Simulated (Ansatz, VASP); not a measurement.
**One calculation of CdF2, two programs**

INCAR

```
PREC     = Accurate       # precision mode
ENCUT    = 520            # plane-wave cutoff, eV
EDIFF    = 1E-7           # SCF threshold, eV
ISMEAR   = 0              # smearing method
SIGMA    = 0.05           # smearing width, eV
LREAL    = False          # projectors in reciprocal space
LASPH    = True           # aspherical terms in the spheres
NELM     = 80             # most SCF steps
ALGO     = Normal         # electronic algorithm
ISIF     = 2              # what is computed and relaxed
LWAVE    = False          # write WAVECAR
LCHARG   = False          # write CHGCAR
GGA      = PE             # functional
NBANDS   = 20             # bands
```

Contents of KPOINTS:

```
regular mesh
0
Gamma
  6 6 6
```

The input POSCAR:

```
CdF2
1.0
    0.0000000000      2.7407274121      2.7407274121
    2.7407274121      0.0000000000      2.7407274121
    2.7407274121      2.7407274121      0.0000000000
Cd F
1 2
Direct
    0.0000000000      0.0000000000      0.0000000000
    0.2500000000      0.2500000000      0.2500000000
    0.7500000000      0.7500000000      0.7500000000
```

Input for Ansatz:

```yaml
crystal:
  lattice:
    - [0.0, 2.7407274121, 2.7407274121]
    - [2.7407274121, 0.0, 2.7407274121]
    - [2.7407274121, 2.7407274121, 0.0]
  atoms:
    - { symbol: Cd, position: [0.0, 0.0, 0.0] }
    - { symbol: F, position: [0.25, 0.25, 0.25] }
    - { symbol: F, position: [0.75, 0.75, 0.75] }
basis:
  ecutwfc: 420
  ecutrho_ratio: 4
kpoints:
  mp_grid: { grid: [6, 6, 6] }
hamiltonian:
  xc: pbe
scf:
  occupations: { method: gaussian, width: 0.05 }
output:
  forces: true
  stress: true
  eigenvalues: true
```

Alike in both runs: task single point; functional PBE; k mesh 6 × 6 × 6; occupations gaussian, width 0.05 eV; no spin polarisation.

```csv
,VASP,Ansatz
version,VASP 6.6.1,Ansatz 0.2.0
potentials or method,"VASP PAW PBE potentials, release 64 (Cd, F), cutoff 520 eV","scalar-relativistic, plane waves, PAW"
valence electrons in the cell,26,34
```

|  | VASP | Ansatz | Ansatz less VASP |
| --- | --- | --- | --- |
| gap on the k mesh at the Fermi level (eV) | 2.90 | 2.93 | +0.030 |
| least direct gap on the mesh (eV) | 3.44 | 3.47 | +0.029 |
| pressure (GPa) | 0.5 | 0.0 | -0.52 |

VASP's potentials hold 26 valence electrons a cell and Ansatz's 34, so a difference there can come from the potentials and not from the codes.
